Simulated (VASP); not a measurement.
The system is Te4O.

```
CELL_PARAMETERS angstrom
5.43812 0.00000 0.00000
0.00000 5.43812 0.00000
0.00000 0.00000 5.43812
ATOMIC_POSITIONS crystal
Te 0.25000 0.25000 0.25000
Te 0.75000 0.75000 0.25000
Te 0.25000 0.75000 0.75000
Te 0.75000 0.25000 0.75000
O 0.00000 0.00000 0.00000
```

| Quantity | Value |
| --- | --- |
| Program | VASP 6.6.1 |
| Task | relaxation of cell and atoms |
| Functional | PBE |
| Potentials or basis | VASP PAW PBE potentials, release 64 (Te, O) |
| Cutoff | 600 eV |
| k mesh | 4 × 4 × 4 |
| Occupations | gaussian, width 0.1 eV |
| Spin | no spin polarisation |

At the start: pressure -6.4 GPa; volume 32.16 Å³/atom.

Problem. Where does the relaxation end?

Solution. Over 10 steps the energy falls by 351.3 meV/atom and the volume is 24.65 Å³/atom (-23.3 %); space group P-43m (No. 215, to 0.05 Å).

The path:
```tsv
step	energy change (eV)	largest force (eV/Å)	pressure (GPa)	volume (Å³)
1	0.0000	0.6340	-6.43	160.82
2	-0.8789	1.8493	-0.70	132.60
3	-0.9173	2.1600	1.66	126.65
4	-1.4668	1.3091	4.35	116.87
5	-1.5084	0.6626	6.88	112.60
6	-1.7440	0.2393	-0.36	123.84
7	-1.7511	0.1496	0.55	121.93
8	-1.7511	0.1589	0.47	122.12
9	-1.7559	0.0660	0.00	122.89
10	-1.7563	0.0220	-0.22	123.27
```

Final structure:
```yaml
crystal:
  lattice:
    - [4.97686, 0.00000, 0.00000]
    - [0.00000, 4.97686, 0.00000]
    - [0.00000, 0.00000, 4.97686]
  atoms:
    - { symbol: Te, position: [0.27644, 0.27644, 0.27644] }
    - { symbol: Te, position: [0.72356, 0.72356, 0.27644] }
    - { symbol: Te, position: [0.27644, 0.72356, 0.72356] }
    - { symbol: Te, position: [0.72356, 0.27644, 0.72356] }
    - { symbol: O, position: [0.00000, 0.00000, 0.00000] }
```

Caveat: the volume moved by over 15 % at a fixed basis, so the end points are rough.
